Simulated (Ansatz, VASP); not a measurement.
**Two plane-wave programs on Si**

```
Si
1.0
     3.84172    0.00000    0.00000
     0.00000    3.84172    0.00000
     0.00000    0.00000   27.22427
Si
10
Direct
  0.00000 0.50000 0.27549
  0.00000 0.00000 0.32538
  0.50000 0.00000 0.37527
  0.50000 0.50000 0.42516
  0.00000 0.50000 0.47505
  0.00000 0.00000 0.52495
  0.50000 0.00000 0.57484
  0.50000 0.50000 0.62473
  0.00000 0.50000 0.67462
  0.00000 0.00000 0.72451
```

Alike in both runs: task single point; functional PBEsol; k mesh 9 × 9 × 1; occupations fermi-dirac, width 0.3 eV; no spin polarisation.

```csv
,VASP,Ansatz
version,VASP 6.6.1,Ansatz 0.2.0
potentials or method,"VASP PAW PBE potentials, release 64 (Si), cutoff 520 eV","scalar-relativistic, plane waves, PAW"
valence electrons in the cell,40,40
```

Ansatz gave:

| Property | Result |
| --- | --- |
| gap on the k mesh at the Fermi level (eV) | none |
| rms of the force components (eV/Å) | 0.012 |

Problem. Which values does VASP return?

Solution. gap on the k mesh at the Fermi level (eV): none; rms of the force components (eV/Å): 0.010.

VASP's potentials were made for PBE, not for PBEsol. Atom by atom the forces differ by 0.003 eV/Å (rms over components). A gap of «none» marks a metal or a gap that the smearing closes. The functional is the same, so the differences come from potentials, cutoffs and numerics.
